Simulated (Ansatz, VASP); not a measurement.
**Two plane-wave programs on SiC**

```
Si C
1.0
     0.00000    2.17839    2.17839
     2.17839    0.00000    2.17839
     2.17839    2.17839    0.00000
Si C
1 1
Direct
  0.00000 0.00000 0.00000
  0.25000 0.25000 0.25000
```

Alike in both runs: functional PBEsol; k mesh 10 × 10 × 10; occupations gaussian, width 0.02 eV; no spin polarisation.

Ansatz relaxed the structure, and its values are those at the end. VASP's run is a single point on that final structure, the one shown.

```csv
,VASP,Ansatz
version,VASP 6.6.1,Ansatz 0.2.0
potentials or method,"VASP PAW PBE potentials, release 64 (Si, C), cutoff 600 eV","scalar-relativistic, plane waves, PAW"
valence electrons in the cell,8,8
```

|  | VASP | Ansatz | Ansatz less VASP |
| --- | --- | --- | --- |
| gap on the k mesh at the Fermi level (eV) | 1.23 | 1.24 | +0.010 |
| pressure (GPa) | 0.2 | 0.0 | -0.23 |

VASP's potentials were made for PBE, not for PBEsol. With one functional, cell and mesh, what is left measures potentials, basis and numerics.
